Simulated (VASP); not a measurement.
# Ga (Im-3m) in VASP: single point with PBE

Aim: the single point of Ga with PBE.

All numbers are computed with VASP 6.6.1; they aren't measurements. Logs are shortened: lines on timing, memory, paths and dates and some standing lists are left out, and cuts for length are marked.

## 1. The cell of the first run

It takes space group Im-3m (No. 229, cubic). Conventional cell: a = 3.374 Å, b = 3.374 Å, c = 3.374 Å, α = 90.00°, β = 90.00°, γ = 90.00°. Within 3.8 Å of Ga (site symmetry m-3m) lie 14 Ga at 2.92 to 3.37 Å.

This isn't the form of Ga at room conditions, which is orthorhombic.

## 2. Single point, PBE, non-collinear spin, zero start, spin-orbit coupling

Contents of INCAR:

```
PREC = Accurate
ENCUT = 520
EDIFF = 1E-7
ISMEAR = -1
SIGMA = 0.05
LREAL = F
LASPH = T
NELM = 150
ALGO = Normal
ISIF = 2
LWAVE = F
LCHARG = T
MAGMOM = 0 0 0
LORBIT = 11
LSORBIT = T
GGA_COMPAT = F
LORBMOM = T
GGA = PE
LVHAR = T
NBANDS = 24
```

Contents of KPOINTS:

```
regular mesh
0
Gamma
  17 17 17
```

Contents of POSCAR:

```
Ga
1.0
   -1.6872275365      1.6872275365      1.6872275365
    1.6872275365     -1.6872275365      1.6872275365
    1.6872275365      1.6872275365     -1.6872275365
Ga
1
Direct
    0.0000000000      0.0000000000      0.0000000000
```

Potentials or basis: VASP PAW PBE potentials, release 64 (Ga_d).

Command:

```bash
$ cat potpaw_PBE.64/Ga_d/POTCAR > POTCAR
$ mpirun -np 1 vasp_ncl > vasp.out
```

OUTCAR:

```text
PREC = Accurate
   ENCUT = 520
   EDIFF = 1E-7
   ISMEAR = -1
   LREAL = F
   LASPH = T
   NELM = 150
   ISIF = 2
   LORBIT = 11
   LSORBIT = T
   GGA = PE

 ion  position               nearest neighbor table
   1  0.000  0.000  0.000-

  LATTYP: Found a body centered cubic cell.
 ALAT       =     3.3744550730

  Lattice vectors:

 A1 = (  -1.6872275365,   1.6872275365,   1.6872275365)
 A2 = (   1.6872275365,  -1.6872275365,   1.6872275365)
 A3 = (   1.6872275365,   1.6872275365,  -1.6872275365)

Analysis of symmetry for initial positions (statically):
=====================================================================
 Subroutine PRICEL returns:
 Original cell was already a primitive cell.

 Routine SETGRP: Setting up the symmetry group for a
 body centered cubic supercell.

 Subroutine GETGRP returns: Found 48 space group operations
 (whereof 48 operations were pure point group operations)
 out of a pool of 48 trial point group operations.

The static configuration has the point symmetry O_h .

Analysis of symmetry for dynamics (positions and initial velocities):
=====================================================================
 Subroutine PRICEL returns:
 Original cell was already a primitive cell.

 Routine SETGRP: Setting up the symmetry group for a
 body centered cubic supercell.

 Subroutine GETGRP returns: Found 48 space group operations
 (whereof 48 operations were pure point group operations)
 out of a pool of 48 trial point group operations.

The dynamic configuration has the point symmetry O_h .

Analysis of structural, dynamic, and magnetic symmetry:
=====================================================================
 Subroutine PRICEL returns:
 Original cell was already a primitive cell.

 Routine SETGRP: Setting up the symmetry group for a
 body centered cubic supercell.

 Subroutine GETGRP returns: Found 48 space group operations
 (whereof 48 operations were pure point group operations)
 out of a pool of 48 trial point group operations.

The overall configuration has the point symmetry O_h .

 Subroutine INISYM returns: Found 48 space group operations
 (whereof 48 operations are pure point group operations),
 and found     1 'primitive' translations

----------------------------------------------------------------------------------------

                                     Primitive cell

  volume of cell :      19.2124

  direct lattice vectors                    reciprocal lattice vectors
    -1.687227537  1.687227537  1.687227537     0.000000000  0.296344144  0.296344144
     1.687227537 -1.687227537  1.687227537     0.296344144  0.000000000  0.296344144
     1.687227537  1.687227537 -1.687227537     0.296344144  0.296344144  0.000000000

  length of vectors
     2.922363817  2.922363817  2.922363817     0.419093908  0.419093908  0.419093908

  position of ions in fractional coordinates (direct lattice)
     0.000000000  0.000000000  0.000000000

  ion indices of the primitive-cell ions
   primitive index   ion index
                 1           1

----------------------------------------------------------------------------------------

 KPOINTS: regular mesh

Automatic generation of k-mesh.
 Grid dimensions read from file:
 generate k-points for:   17   17   17

 Generating k-lattice:

  Cartesian coordinates                     Fractional coordinates (reciprocal lattice)
     0.000000000  0.017432008  0.017432008     0.058823529  0.000000000  0.000000000
     0.017432008  0.000000000  0.017432008     0.000000000  0.058823529  0.000000000
     0.017432008  0.017432008  0.000000000     0.000000000  0.000000000  0.058823529

  Length of vectors
     0.024652583  0.024652583  0.024652583

  Shift w.r.t. Gamma in fractional coordinates (k-lattice)
     0.000000000  0.000000000  0.000000000

 Subroutine IBZKPT returns following result:
[... 44 lines left out ...]
   LNONCOLLINEAR =      T non collinear calculations
   LSORBIT =      T    spin-orbit coupling
   LASPH  =      T    aspherical Exc in radial PAW
   ENCUT  =  520.0 eV  38.22 Ry    6.18 a.u.   5.43  5.43  5.43*2*pi/ulx,y,z
   NELM   =    150;   NELMIN=  2; NELMDL= -5     # of ELM steps
   EDIFF  = 0.1E-06   stopping-criterion for ELM
   LREAL  =      F    real-space projection
   EDIFFG = 0.1E-05   stopping-criterion for IOM
   NSW    =      0    number of steps for IOM
   IBRION =     -1    ionic relax: 0-MD 1-quasi-New 2-CG
   NFREE  =      0    steps in history (QN), initial steepest desc. (CG)
   ISIF   =      2    stress and relaxation
   ISYM   =      2    0-nonsym 1-usesym 2-fastsym
   POTIM  = 0.5000    time-step for ionic-motion
   TEBEG  =    0.0;   TEEND  =   0.0 temperature during run
   PSTRESS=    0.0 pullay stress
   NELECT =      13.0000    total number of electrons
   NUPDOWN=      -1.0000    fix difference up-down
   EMIN   =  10.00;   EMAX   =-10.00  energy-range for DOS
   EFERMI =   0.00;   METHOD = LEGACY
   ISMEAR =    -1;   SIGMA  =   0.05  broadening in eV -4-tet -1-fermi 0-gaus
   EFERMI_NEDOS =   21; number of points for ismear=-14 and -15
   IALGO  =     38    algorithm
   IMIX   =      4    mixing-type and parameters
     AMIX     =   0.40;   BMIX     =  1.00
     AMIX_MAG =   1.60;   BMIX_MAG =  1.00
  volume/ion in A,a.u.               =      19.21       129.65
  Fermi-wavevector in a.u.,A,eV,Ry     =   1.437239  2.715988 28.104951  2.065656
  Thomas-Fermi vector in A             =   2.556339
   LORBIT       =     11    0 simple, 1 ext, 2 COOP (PROOUT), +10 PAW based schemes
   GGA     = PE    functional components
   LHFCALC =     F    Hartree Fock is set to
   AEXX    =    0.0000 exact exchange contribution
   IVDW    =     0    specifies the selected vdW correction
   LEPSILON=     F    determine dielectric tensor
   LRPA    =     F    only Hartree local field effects (RPA)
  energy-cutoff  :      520.00
  volume of cell :       19.21
 maximum number of plane-waves:      1074
 NGX is ok and might be reduce to    24
   NGX = 11   NGY = 11   NGZ = 11

 number of electron      12.9999990 magnetization       0.0000000     -0.0000000      0.0000000

 number of electron      12.9999990 magnetization       0.0000000      0.0000000      0.0000000

 number of electron      12.9999990 magnetization      -0.0000000     -0.0000000     -0.0000000

 Free energy of the ion-electron system (eV)
  ---------------------------------------------------
  ext. energy  EPLUGINS =         0.00000000
  ---------------------------------------------------
  free energy    TOTEN  =        -2.87884860 eV

  energy without entropy =       -2.87457350  energy(sigma->0) =       -2.87671105

 E-fermi :   5.4335     XC(G=0): -10.9307

 val. band max:        5.4294960976   @ k =  -0.4706  -0.4706   0.4118
 cond. band min:       5.4394892875   @ k =  -0.4118  -0.4706   0.2941
 fundamental gap:      0.0099931899
 Fermi energy:         5.4334627692

 k-point     1 :       0.0000    0.0000    0.0000
  band No.  band energies     occupation
      1      -9.7406      1.00000
      2      -9.7406      1.00000
      3      -9.7406      1.00000
      4      -9.7406      1.00000
      5      -9.3402      1.00000
      6      -9.3402      1.00000
[... 637 lines left out ...]
     23      23.6480      0.00000
     24      23.6480      0.00000

 [... further k-points ...]

------------------------ aborting loop because EDIFF is reached ----------------------------------------

  FORCE on cell =-STRESS in cart. coord.  units (eV):
  Direction    XX          YY          ZZ          XY          YZ          ZX
  --------------------------------------------------------------------------------------
  -------------------------------------------------------------------------------------
  Total        0.0135015      0.0135015      0.0135015      0.0000000      0.0000000     -0.0000000
  in kB        1.1259302      1.1259302      1.1259302      0.0000000      0.0000000     -0.0000000
  external PRESSURE =       1.1259302 kB  Pullay stress =       0.0000000 kB

 VOLUME and BASIS-vectors are now :
 -----------------------------------------------------------------------------
  energy-cutoff  :      520.00
  volume of cell :       19.21
      direct lattice vectors                 reciprocal lattice vectors
    -1.687227537  1.687227537  1.687227537     0.000000000  0.296344144  0.296344144
     1.687227537 -1.687227537  1.687227537     0.296344144  0.000000000  0.296344144
     1.687227537  1.687227537 -1.687227537     0.296344144  0.296344144  0.000000000

 POSITION                                       TOTAL-FORCE (eV/Angst)
 -----------------------------------------------------------------------------------
      0.00000      0.00000      0.00000        -0.000000      0.000000     -0.000000
 -----------------------------------------------------------------------------------
    total drift:                                0.000000      0.000000      0.000000

  FREE ENERGIE OF THE ION-ELECTRON SYSTEM (eV)
  ---------------------------------------------------
  free  energy   TOTEN  =        -2.8788486030 eV

  energy  without entropy=       -2.8745735032  energy(sigma->0) =       -2.87671105

 orbital moment (x)

 # of ion     p       d       tot
 ----------------------------------------
  1         0.000   0.000   0.000
 ----------------------------------------
            0.000   0.000   0.000

 orbital moment (y)

 # of ion     p       d       tot
 ----------------------------------------
  1         0.000   0.000   0.000
 ----------------------------------------
            0.000   0.000   0.000

 orbital moment (z)

 # of ion     p       d       tot
 ----------------------------------------
  1         0.000   0.000   0.000
 ----------------------------------------
            0.000   0.000   0.000

 Spin-Orbit-Coupling matrix elements

 Ion:    1  E_soc:     -0.0103660
 l=   1
     0.0000000    -0.0009060    -0.0009060
    -0.0009060     0.0000000    -0.0009060
    -0.0009060    -0.0009060     0.0000000
 l=   2
     0.0000000    -0.0001631     0.0000000    -0.0001631    -0.0006585
    -0.0001631     0.0000000    -0.0004939    -0.0001631    -0.0001646
     0.0000000    -0.0004939     0.0000000    -0.0004939     0.0000000
    -0.0001631    -0.0001631    -0.0004939     0.0000000    -0.0001646
    -0.0006585    -0.0001646     0.0000000    -0.0001646     0.0000000
 l=   3
     0.0000000     0.0000000     0.0000000     0.0000000     0.0000000     0.0000000     0.0000000
     0.0000000     0.0000000     0.0000000     0.0000000     0.0000000     0.0000000     0.0000000
     0.0000000     0.0000000     0.0000000     0.0000000     0.0000000     0.0000000     0.0000000
     0.0000000     0.0000000     0.0000000     0.0000000     0.0000000     0.0000000     0.0000000
     0.0000000     0.0000000     0.0000000     0.0000000     0.0000000     0.0000000     0.0000000
     0.0000000     0.0000000     0.0000000     0.0000000     0.0000000     0.0000000     0.0000000
     0.0000000     0.0000000     0.0000000     0.0000000     0.0000000     0.0000000     0.0000000

 total charge

# of ion       s       p       d       tot
------------------------------------------
    1        1.042   0.516   9.954  11.512

 magnetization (x)

# of ion       s       p       d       tot
------------------------------------------
    1        0.000   0.000   0.000   0.000

 magnetization (y)

# of ion       s       p       d       tot
------------------------------------------
    1       -0.000   0.000  -0.000  -0.000

 magnetization (z)

# of ion       s       p       d       tot
------------------------------------------
    1        0.000  -0.000  -0.000  -0.000
```

Wall time 2.5 min (1 thread of Intel Xeon 6975P-C (Granite Rapids), shared host); peak memory 0.26 GiB.

What came out:

- Free energy: -2.8788 eV
- Pressure: 0.1 GPa
- Net moment: 0.00 μB per cell
- Valence electrons inside the program's atomic spheres: Ga 11.51

Moments on the atoms (μB; x, y, z):
```
Ga  0.00 0.00 0.00
```
